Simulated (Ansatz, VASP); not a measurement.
**Two plane-wave programs on BaTiO3**

```xyz
5
Lattice="3.9941 0.0000 0.0000 0.0000 3.9941 0.0000 0.0000 0.0000 3.9941" Properties=species:S:1:pos:R:3 pbc="T T T"
Ba    1.9970    1.9970    1.9970
Ti    0.0000    0.0000    0.0000
O     1.9970    0.0000    0.0000
O     0.0000    1.9970    0.0000
O     0.0000    0.0000    1.9970
```

Alike in both runs: task single point; functional r2SCAN; k mesh 6 × 6 × 6; no spin polarisation.

|  | VASP | Ansatz |
| --- | --- | --- |
| version | VASP 6.6.1 | Ansatz 0.2.0 |
| potentials or method | VASP PAW PBE potentials, release 64 (Ba_sv, Ti_sv, O_h) | plane waves, PAW |
| plane-wave cutoff (eV) | 1480 | 500 |
| occupations | gaussian, width 0.01 eV | fixed |
| valence electrons in the cell | 40 | 40 |

|  | VASP | Ansatz | Ansatz less VASP |
| --- | --- | --- | --- |
| gap on the k mesh at the Fermi level (eV) | 2.16 | 2.17 | +0.015 |
| pressure (GPa) | 1.7 | 0.0 | -1.71 |

VASP's potentials were made for PBE, not for r2SCAN.

Spin-orbit coupling is off throughout.
